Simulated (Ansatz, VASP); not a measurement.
Two plane-wave programs on CdS

```
CELL_PARAMETERS angstrom
4.19890 0.00000 0.00000
-2.09945 3.63635 0.00000
0.00000 0.00000 6.83100
ATOMIC_POSITIONS crystal
Cd 0.66667 0.33333 0.50185
Cd 0.33333 0.66667 0.00185
S 0.66667 0.33333 0.87846
S 0.33333 0.66667 0.37846
```

Alike in both runs: functional PBE; k mesh 6 × 6 × 4; occupations gaussian, width 0.02 eV; no spin polarisation.

Ansatz relaxed the structure, and its values are those at the end. VASP's run is a single point on that final structure, the one shown.

```csv
,VASP,Ansatz
version,VASP 6.6.1,Ansatz 0.2.0
potentials or method,"VASP PAW PBE potentials, release 64 (Cd, S), cutoff 520 eV","scalar-relativistic, plane waves, PAW"
valence electrons in the cell,36,52
```

|  | VASP | Ansatz | Ansatz less VASP |
| --- | --- | --- | --- |
| gap on the k mesh at the Fermi level (eV) | 1.11 | 1.11 | -0.001 |
| least direct gap on the mesh (eV) | 1.11 | 1.11 | -0.001 |
| pressure (GPa) | 0.2 | -0.1 | -0.29 |

The functional is the same, so the differences come from potentials, cutoffs and numerics. VASP's potentials hold 36 valence electrons a cell and Ansatz's 52, so a difference there can come from the potentials and not from the codes.
